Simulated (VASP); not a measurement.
Input of a VASP 6.6.1 run:

The input INCAR:

```
PREC = Accurate ; ENCUT = 520
EDIFF = 1E-6 ; ISMEAR = -1
SIGMA = 0.05 ; LREAL = F
LASPH = T ; NELM = 80
ALGO = Normal ; ISIF = 2
LWAVE = F ; LCHARG = F
GGA = PE ; NBANDS = 26
```

Contents of KPOINTS:

```
regular mesh
0
Gamma
  7 7 3
```

File POSCAR:

```
ReSbN
1.0
    3.4321230000      0.0000000000      0.0000000000
    0.0000000000      3.4321230000      0.0000000000
    0.0000000000      0.0000000000      8.2489219200
Re Sb N
2 2 2
Direct
    0.0000000000      0.5000000000      0.8732410000
    0.5000000000      0.0000000000      0.1267590000
    0.0000000000      0.5000000000      0.3334580000
    0.5000000000      0.0000000000      0.6665420000
    0.0000000000      0.0000000000      0.0000000000
    0.5000000000      0.5000000000      0.0000000000
```

Potentials or basis: VASP PAW PBE potentials, release 64 (Re, Sb, N).

Command:

```bash
$ cat potpaw_PBE.64/Re/POTCAR potpaw_PBE.64/Sb/POTCAR potpaw_PBE.64/N/POTCAR > POTCAR
$ mpirun -np 1 vasp_std > vasp.out
```

Question: Estimate the pressure.

Answer: 7.3 GPa.

Question: Estimate the band gap on the k mesh.

Answer: Zero (bands 17 and 18 overlap by 1.77 eV).

Forces in eV/Å, atoms in the order of the input:
```
Re   0.000  0.000 -1.110
Re   0.000  0.000  1.110
Sb   0.000  0.000  0.560
Sb   0.000  0.000 -0.560
N    0.000  0.000  0.000
N    0.000  0.000  0.000
```

Caveat: the stress differs along the axes, from 5 to 11 GPa; spin-orbit coupling is left out, which moves the levels of the heavy elements; forces of over 1 eV/Å act on the atoms, so gaps and moduli don't describe the material at rest.
